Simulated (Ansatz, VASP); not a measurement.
Two plane-wave programs on MgB2

INCAR

```
ALGO = Normal ; EDIFF = 1E-6
ENCUT = 600 ; GGA = PE
GGA_COMPAT = F ; ISIF = 2
ISMEAR = -1 ; LASPH = T
LCHARG = F ; LREAL = F
LWAVE = F ; NBANDS = 17
NELM = 120 ; PREC = Accurate
SIGMA = 0.05
```

File KPOINTS:

```
k-points
0
Gamma
  8 8 8
```

The input POSCAR:

```
MgB2
1.0
    0.0000000000      3.0134660082      3.0134660082
    3.0134660082      0.0000000000      3.0134660082
    3.0134660082      3.0134660082      0.0000000000
Mg B
2 4
Direct
    0.0000000000      0.0000000000      0.0000000000
    0.2500000000      0.2500000000      0.2500000000
    0.6250000000      0.1250000000      0.6250000000
    0.6250000000      0.6250000000      0.1250000000
    0.1250000000      0.6250000000      0.6250000000
    0.6250000000      0.6250000000      0.6250000000
```

input.yaml

```yaml
crystal:
  lattice:
    - [0.0, 3.0134660082, 3.0134660082]
    - [3.0134660082, 0.0, 3.0134660082]
    - [3.0134660082, 3.0134660082, 0.0]
  atoms:
    - { symbol: Mg, position: [0.0, 0.0, 0.0] }
    - { symbol: Mg, position: [0.25, 0.25, 0.25] }
    - { symbol: B, position: [0.625, 0.125, 0.625] }
    - { symbol: B, position: [0.625, 0.625, 0.125] }
    - { symbol: B, position: [0.125, 0.625, 0.625] }
    - { symbol: B, position: [0.625, 0.625, 0.625] }
hamiltonian:
  xc: pbe
  pseudopotentials: { kind: paw }
kpoints:
  mp_grid: { grid: [8, 8, 8] }
scf:
  occupations: { method: fermi_dirac, width: 0.05 }
output:
  forces: true
  stress: true
  eigenvalues: true
```

Alike in both runs: task single point; functional PBE; k mesh 8 × 8 × 8; occupations fermi-dirac, width 0.05 eV; no spin polarisation.

|  | VASP | Ansatz |
| --- | --- | --- |
| version | VASP 6.6.1 | Ansatz 0.2.0 |
| potentials or method | VASP PAW PBE potentials, release 64 (Mg, B) | Ansatz PAW |
| plane-wave cutoff (eV) | 600 | 420 |
| valence electrons in the cell | 16 | 32 |

VASP gave:

- gap on the k mesh at the Fermi level (eV): none
- pressure (GPa): -2.7

Question: Which values does Ansatz return?

Answer: gap on the k mesh at the Fermi level (eV): none; pressure (GPa): -2.5.

A gap of «none» marks a metal or a gap that the smearing closes. The functional is the same, so the differences come from potentials, cutoffs and numerics. VASP's potentials hold 16 valence electrons a cell and Ansatz's 32, so a difference there can come from the potentials and not from the codes.
